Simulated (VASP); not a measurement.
# HfI (P-6m2) in VASP: further runs

HfI is run at these levels: PBE; tasks: single point, relaxation of cell and atoms.

All numbers are computed with VASP 6.6.1; they aren't measurements. Logs are shortened: lines on timing, memory, paths and dates and some standing lists are left out, and cuts for length are marked.

## (1) The cell of the first run

The structure is hexagonal, space group P-6m2 (No. 187). Conventional cell: a = 3.493 Å, b = 3.493 Å, c = 4.659 Å, α = 90.00°, β = 90.00°, γ = 120.00°. Hf (site symmetry -6m2) has 6 I at 3.08 Å and 6 Hf at 3.49 Å within 4.1 Å. I (site symmetry -6m2) has 6 Hf at 3.08 Å and 6 I at 3.49 Å within 4.1 Å.

## (2) Single point, PBE

INCAR

```
SYSTEM = HfI
ALGO = Normal
EDIFF = 1E-6
ENCUT = 520
GGA = PE
ISIF = 2
ISMEAR = 0
LASPH = .True.
LCHARG = .True.
LELF = .True.
LREAL = .False.
LVHAR = .True.
LWAVE = .False.
NBANDS = 16
NELM = 100
PREC = Accurate
SIGMA = 0.1
```

KPOINTS

```
k-points
0
Gamma
  18 18 12
  0 0 0
```

POSCAR

```
HfI
1.0
    3.4927341128      0.0000000000      0.0000000000
   -1.7463670564      3.0247964704      0.0000000000
    0.0000000000      0.0000000000      4.6586502967
Hf I
1 1
Direct
    0.0000000000      0.0000000000      0.0000000000
    0.3333333333      0.6666666667      0.5000000000
```

Potentials or basis: VASP PAW PBE potentials, release 64 (Hf_pv, I).

Started as:

```
$ cat potpaw_PBE.64/Hf_pv/POTCAR potpaw_PBE.64/I/POTCAR > POTCAR
$ mpirun -np 1 vasp_std > vasp.out
```

OUTCAR:

```text
SYSTEM = HfI
   EDIFF = 1E-6
   ENCUT = 520
   GGA = PE
   ISIF = 2
   ISMEAR = 0
   LASPH = .True.
   LREAL = .False.
   NELM = 100
   PREC = Accurate

 ion  position               nearest neighbor table
   1  0.000  0.000  0.000-   2 3.08   2 3.08   2 3.08   2 3.08   2 3.08   2 3.08
   2  0.333  0.667  0.500-   1 3.08   1 3.08   1 3.08   1 3.08   1 3.08   1 3.08

  LATTYP: Found a hexagonal cell.
 ALAT       =     3.4927341128
 C/A-ratio  =     1.3338118924

  Lattice vectors:

 A1 = (   3.4927341128,   0.0000000000,   0.0000000000)
 A2 = (  -1.7463670564,   3.0247964704,   0.0000000000)
 A3 = (   0.0000000000,   0.0000000000,   4.6586502967)

Analysis of symmetry for initial positions (statically):
=====================================================================
 Subroutine PRICEL returns:
 Original cell was already a primitive cell.

 Routine SETGRP: Setting up the symmetry group for a
 hexagonal supercell.

 Subroutine GETGRP returns: Found 12 space group operations
 (whereof 12 operations were pure point group operations)
 out of a pool of 24 trial point group operations.

The static configuration has the point symmetry D_3h.

Analysis of symmetry for dynamics (positions and initial velocities):
=====================================================================
 Subroutine PRICEL returns:
 Original cell was already a primitive cell.

 Routine SETGRP: Setting up the symmetry group for a
 hexagonal supercell.

 Subroutine GETGRP returns: Found 12 space group operations
 (whereof 12 operations were pure point group operations)
 out of a pool of 24 trial point group operations.

The dynamic configuration has the point symmetry D_3h.

 Subroutine INISYM returns: Found 12 space group operations
 (whereof 12 operations are pure point group operations),
 and found     1 'primitive' translations

----------------------------------------------------------------------------------------

                                     Primitive cell

  volume of cell :      49.2178

  direct lattice vectors                    reciprocal lattice vectors
     3.492734113  0.000000000  0.000000000     0.286308653  0.165300378  0.000000000
    -1.746367056  3.024796470  0.000000000     0.000000000  0.330600756  0.000000000
     0.000000000  0.000000000  4.658650297     0.000000000  0.000000000  0.214654446

  length of vectors
     3.492734113  3.492734113  4.658650297     0.330600756  0.330600756  0.214654446

  position of ions in fractional coordinates (direct lattice)
     0.000000000  0.000000000  0.000000000
     0.333333333  0.666666667  0.500000000

  ion indices of the primitive-cell ions
   primitive index   ion index
                 1           1
                 2           2

----------------------------------------------------------------------------------------

 KPOINTS: k-points

Automatic generation of k-mesh.
 Grid dimensions read from file:
 generate k-points for:   18   18   12

 Generating k-lattice:

  Cartesian coordinates                     Fractional coordinates (reciprocal lattice)
     0.015906036  0.009183354  0.000000000     0.055555556 -0.000000000  0.000000000
     0.000000000  0.018366709  0.000000000     0.000000000  0.055555556  0.000000000
     0.000000000  0.000000000  0.017887871     0.000000000  0.000000000  0.083333333

  Length of vectors
     0.018366709  0.018366709  0.017887871

  Shift w.r.t. Gamma in fractional coordinates (k-lattice)
     0.000000000  0.000000000  0.000000000

 Subroutine IBZKPT returns following result:
 ===========================================

 Found    259 irreducible k-points:

 Following reciprocal coordinates:
            Coordinates               Weight
  0.000000  0.000000  0.000000      1.000000
  0.055556  0.000000  0.000000      6.000000
  0.111111  0.000000  0.000000      6.000000
  0.166667  0.000000  0.000000      6.000000
  0.222222 -0.000000  0.000000      6.000000
  0.277778  0.000000  0.000000      6.000000
[... 16 lines left out ...]
  0.333333  0.111111  0.000000     12.000000
  0.388889  0.111111  0.000000     12.000000
 [... further k-points ...]
   k-points           NKPTS =    259   k-points in BZ     NKDIM =    259   number of bands    NBANDS=     16
   number of dos      NEDOS =    301   number of ions     NIONS =      2
   total plane-waves  NPLWV =  28224
   dimension x,y,z NGX =    28 NGY =   28 NGZ =   36
   dimension x,y,z NGXF=    56 NGYF=   56 NGZF=   72
   ions per type =               1   1
   NGX,Y,Z   is equivalent  to a cutoff of  13.33, 13.33, 12.85 a.u.
   NGXF,Y,Z  is equivalent  to a cutoff of  26.65, 26.65, 25.69 a.u.
 SYSTEM =  HfI
   PREC   = accura    normal or accurate (medium, high low for compatibility)
   ISTART =      0    job   : 0-new  1-cont  2-samecut
   ICHARG =      2    charge: 1-file 2-atom 10-const
   ISPIN  =      1    spin polarized calculation?
   LNONCOLLINEAR =      F non collinear calculations
   LSORBIT =      F    spin-orbit coupling
   LASPH  =      T    aspherical Exc in radial PAW
   ENCUT  =  520.0 eV  38.22 Ry    6.18 a.u.   6.49  6.49  8.66*2*pi/ulx,y,z
   NELM   =    100;   NELMIN=  2; NELMDL= -5     # of ELM steps
   EDIFF  = 0.1E-05   stopping-criterion for ELM
   LREAL  =      F    real-space projection
   EDIFFG = 0.1E-04   stopping-criterion for IOM
   NSW    =      0    number of steps for IOM
   IBRION =     -1    ionic relax: 0-MD 1-quasi-New 2-CG
   NFREE  =      0    steps in history (QN), initial steepest desc. (CG)
   ISIF   =      2    stress and relaxation
   ISYM   =      2    0-nonsym 1-usesym 2-fastsym
   POTIM  = 0.5000    time-step for ionic-motion
   TEBEG  =    0.0;   TEEND  =   0.0 temperature during run
   PSTRESS=    0.0 pullay stress
   NELECT =      17.0000    total number of electrons
   NUPDOWN=      -1.0000    fix difference up-down
   EMIN   =  10.00;   EMAX   =-10.00  energy-range for DOS
   EFERMI =   0.00;   METHOD = LEGACY
   ISMEAR =     0;   SIGMA  =   0.10  broadening in eV -4-tet -1-fermi 0-gaus
   EFERMI_NEDOS =   21; number of points for ismear=-14 and -15
   IALGO  =     38    algorithm
   IMIX   =      4    mixing-type and parameters
     AMIX     =   0.40;   BMIX     =  1.00
     AMIX_MAG =   1.60;   BMIX_MAG =  1.00
  volume/ion in A,a.u.               =      24.61       166.07
  Fermi-wavevector in a.u.,A,eV,Ry     =   1.148640  2.170615 17.951166  1.319373
  Thomas-Fermi vector in A             =   2.285314
   LORBIT       =      0    0 simple, 1 ext, 2 COOP (PROOUT), +10 PAW based schemes
   GGA     = PE    functional components
   LHFCALC =     F    Hartree Fock is set to
   AEXX    =    0.0000 exact exchange contribution
   IVDW    =     0    specifies the selected vdW correction
   LEPSILON=     F    determine dielectric tensor
   LRPA    =     F    only Hartree local field effects (RPA)
 non-spin polarized calculation
 Gauss-broadening in eV      SIGMA  =   0.10
  energy-cutoff  :      520.00
  volume of cell :       49.22
 maximum number of plane-waves:      1355
 NGX is ok and might be reduce to    28
   NGX = 13   NGY = 13   NGZ = 17

 number of electron      17.0000000 magnetization

 Free energy of the ion-electron system (eV)
  ---------------------------------------------------
  ext. energy  EPLUGINS =         0.00000000
  ---------------------------------------------------
  free energy    TOTEN  =       -11.04060077 eV

  energy without entropy =      -11.02429892  energy(sigma->0) =      -11.03244984

 E-fermi :   8.2521     XC(G=0): -10.7903

 val. band max:        8.2519900987   @ k =   0.2778   0.2222   0.2500
 cond. band min:       8.2580252935   @ k =   0.3889   0.0000   0.4167
 fundamental gap:      0.0060351948
 Fermi energy:         8.2520928050

 k-point     1 :       0.0000    0.0000    0.0000
  band No.  band energies     occupation
      1     -23.7277      2.00000
      2     -23.3159      2.00000
      3     -23.3159      2.00000
      4      -8.1869      2.00000
      5       2.1905      2.00000
      6       4.1751      2.00000
[... 8 lines left out ...]
     15      15.1205      0.00000
     16      15.1205      0.00000

 k-point     2 :       0.0556    0.0000    0.0000
  band No.  band energies     occupation
      1     -23.7266      2.00000
      2     -23.3229      2.00000
      3     -23.3175      2.00000
      4      -8.1485      2.00000
      5       2.1960      2.00000
      6       4.2469      2.00000
[... 8 lines left out ...]
     15      15.2040      0.00000
     16      15.2716      0.00000

 k-point     3 :       0.1111    0.0000    0.0000
  band No.  band energies     occupation
      1     -23.7235      2.00000
      2     -23.3433      2.00000
      3     -23.3224      2.00000
      4      -8.0353      2.00000
      5       2.2125      2.00000
      6       4.4380      2.00000
[... 8 lines left out ...]
     15      15.4681      0.00000
     16      15.7048      0.00000

 k-point     4 :       0.1667    0.0000    0.0000
  band No.  band energies     occupation
      1     -23.7186      2.00000
      2     -23.3743      2.00000
      3     -23.3298      2.00000
      4      -7.8527      2.00000
      5       2.2393      2.00000
      6       3.9127      2.00000
[... 8 lines left out ...]
     15      15.3479      0.00000
     16      15.9676      0.00000
[... 324 lines left out ...]
 k-point    22 :       0.2778    0.1111    0.0000
  band No.  band energies     occupation
      1     -23.6987      2.00000
      2     -23.4880      2.00000
      3     -23.3709      2.00000
      4      -6.9489      2.00000
      5       1.2875      2.00000
      6       2.3895      2.00000
[... 8 lines left out ...]
     15      14.5006      0.00000
     16      16.8672      0.00000

 k-point    23 :       0.3333    0.1111    0.0000
  band No.  band energies     occupation
      1     -23.6941      2.00000
      2     -23.5139      2.00000
      3     -23.3801      2.00000
      4      -6.6846      2.00000
      5       0.6966      2.00000
      6       2.4344      2.00000
[... 8 lines left out ...]
     15      14.1091      0.00000
     16      16.3095      0.00000

 k-point    24 :       0.3889    0.1111    0.0000
  band No.  band energies     occupation
      1     -23.6911      2.00000
      2     -23.5307      2.00000
      3     -23.3862      2.00000
      4      -6.4934      2.00000
      5       0.3029      2.00000
      6       2.4665      2.00000
[... 8 lines left out ...]
     15      14.1307      0.00000
     16      16.0420      0.00000

 [... further k-points ...]

------------------------ aborting loop because EDIFF is reached ----------------------------------------

  FORCE on cell =-STRESS in cart. coord.  units (eV):
  Direction    XX          YY          ZZ          XY          YZ          ZX
  --------------------------------------------------------------------------------------
  -------------------------------------------------------------------------------------
  Total       -0.0855715     -0.0855715     -0.1810404      0.0000000      0.0000000      0.0000000
  in kB       -2.7855943     -2.7855943     -5.8933765      0.0000000      0.0000000      0.0000000
  external PRESSURE =      -3.8215217 kB  Pullay stress =       0.0000000 kB

 VOLUME and BASIS-vectors are now :
 -----------------------------------------------------------------------------
  energy-cutoff  :      520.00
  volume of cell :       49.22
      direct lattice vectors                 reciprocal lattice vectors
     3.492734113  0.000000000  0.000000000     0.286308653  0.165300378  0.000000000
    -1.746367056  3.024796470  0.000000000     0.000000000  0.330600756  0.000000000
     0.000000000  0.000000000  4.658650297     0.000000000  0.000000000  0.214654446

 POSITION                                       TOTAL-FORCE (eV/Angst)
 -----------------------------------------------------------------------------------
      0.00000      0.00000      0.00000         0.000000      0.000000      0.000000
     -0.00000      2.01653      2.32933        -0.000000     -0.000000      0.000000
 -----------------------------------------------------------------------------------
    total drift:                                0.000000     -0.000000     -0.000000

  FREE ENERGIE OF THE ION-ELECTRON SYSTEM (eV)
  ---------------------------------------------------
  free  energy   TOTEN  =       -11.0406007655 eV

  energy  without entropy=      -11.0242989220  energy(sigma->0) =      -11.03244984
```

It took 2.4 min on 1 thread of Intel Xeon Platinum 8259CL at 2.50GHz (Skylake/Cascade Lake), shared host; peak memory 0.34 GiB.

What came out:

| Property | Result |
| --- | --- |
| Free energy | -11.0406 eV |
| Pressure | -0.4 GPa |

Caveat: spin-orbit coupling is left out, which moves the levels of the heavy elements; an odd number of electrons without spin polarisation forces a metal; a magnetic or distorted state may lie lower.

## (3) Relaxation of cell and atoms, PBE

This run uses another cell than the first one, of 24.44 Å³/atom, 0.993 times its volume.

INCAR

```
SYSTEM = HfI
PREC = Accurate ; ENCUT = 600
EDIFF = 1E-6 ; ISMEAR = 0
SIGMA = 0.1 ; LREAL = .False.
LASPH = .True. ; NELM = 100
ALGO = Normal ; ISIF = 3
LWAVE = .False. ; LCHARG = .False.
GGA = PE ; IBRION = 2
NSW = 100 ; EDIFFG = -0.01
```

KPOINTS

```
regular mesh
0
Gamma
  18 18 12
  0 0 0
```

POSCAR

```
HfI
1.0
    3.4890156360      0.0000000000      0.0000000000
   -1.7445078180      3.0215761749      0.0000000000
    0.0000000000      0.0000000000      4.6359469740
Hf I
1 1
Direct
    0.0000000000      0.0000000000      0.0000000000
    0.3333333333      0.6666666667      0.5000000000
```

Potentials or basis: VASP PAW PBE potentials, release 64 (Hf_pv, I).

Started as:

```
$ cat potpaw_PBE.64/Hf_pv/POTCAR potpaw_PBE.64/I/POTCAR > POTCAR
$ mpirun -np 1 vasp_std > vasp.out
```

It took 2.9 min on 1 thread of Intel Xeon Platinum 8259CL at 2.50GHz (Skylake/Cascade Lake), shared host; peak memory 0.36 GiB.

Results (log left out):

```yaml
Free_energy: -11.0413 eV
Relaxed_volume: 24.49 Å³/atom
Relaxed_cell: a = 3.491 Å, b = 3.491 Å, c = 4.641 Å, α = 90.00°, β = 90.00°, γ = 120.00°
Space_group_after_relaxing_to_0.05_Å: P-6m2 (No. 187)
Energy_gained_by_relaxing: 0.0 meV/atom
Ionic_steps: 2
Pressure_after_relaxing: 0.0 GPa
```

Final structure:
```
CELL_PARAMETERS angstrom
3.49091 0.00000 0.00000
-1.74546 3.02322 0.00000
0.00000 0.00000 4.64076
ATOMIC_POSITIONS crystal
Hf 0.00000 0.00000 0.00000
I 0.33333 0.66667 0.50000
```

Levels at points of the mesh, in eV from the Fermi level:
```tsv
k point	band 5	band 6	band 7	band 8	band 9	band 10	band 11	band 12
(0.00, 0.00, 0.00)	-6.07	-4.08	-2.40	-2.40	1.17	1.46	1.46	1.69
(0.50, 0.00, 0.00)	-8.27	-5.84	-3.44	-2.17	0.80	0.89	1.01	2.51
(0.00, 0.00, 0.50)	-8.65	-2.22	-2.22	-1.29	0.35	0.35	2.03	2.03
(0.50, 0.00, 0.50)	-7.68	-6.23	-4.06	-2.23	-0.10	0.82	3.28	3.39
```

Caveat: spin-orbit coupling is left out, which moves the levels of the heavy elements; an odd number of electrons without spin polarisation forces a metal; a magnetic or distorted state may lie lower.

## (4) Single point, PBE

This run uses another cell than the first one, of 24.44 Å³/atom, 0.993 times its volume.

INCAR

```
SYSTEM = HfI
  PREC = Accurate
  ENCUT = 520
  EDIFF = 1E-6
  ISMEAR = 0
  SIGMA = 0.1
  LREAL = .FALSE.
  LASPH = .TRUE.
  NELM = 100
  ALGO = Normal
  ISIF = 2
  LWAVE = .FALSE.
  LCHARG = .FALSE.
  GGA = PE
  NBANDS = 16
```

KPOINTS

```
Automatic mesh
0
G
  6 6 4
  0 0 0
```

POSCAR is that of step 3.

Started as:

```
$ cat potpaw_PBE.64/Hf_pv/POTCAR potpaw_PBE.64/I/POTCAR > POTCAR
$ mpirun -np 1 vasp_std > vasp.out
```

Wall time 14 s (1 thread of Intel Xeon Platinum 8259CL at 2.50GHz (Skylake/Cascade Lake), shared host); peak memory 0.17 GiB.

The run converged. Its results:

| Quantity | Value |
| --- | --- |
| Free energy | -11.0650 eV |
| Pressure | -0.2 GPa |

Stress tensor (GPa, compression positive):
```
-0.11  0.00  0.00
 0.00 -0.11  0.00
 0.00  0.00 -0.32
```

Levels at points of the mesh, in eV from the Fermi level:
| k point | band 7 | band 8 | band 9 | band 10 | band 11 | band 12 |
| --- | --- | --- | --- | --- | --- | --- |
| (0.00, 0.00, 0.00) | -2.45 | -2.45 | 1.14 | 1.39 | 1.39 | 1.64 |
| (0.50, 0.00, 0.00) | -3.48 | -2.26 | 0.74 | 0.84 | 0.95 | 2.46 |
| (0.00, 0.00, 0.50) | -2.27 | -1.35 | 0.27 | 0.27 | 1.98 | 1.98 |
| (0.50, 0.00, 0.50) | -4.11 | -2.30 | -0.15 | 0.77 | 3.24 | 3.35 |

Caveat: spin-orbit coupling is left out, which moves the levels of the heavy elements; an odd number of electrons without spin polarisation forces a metal; a magnetic or distorted state may lie lower.

[end of part 1 of 2]
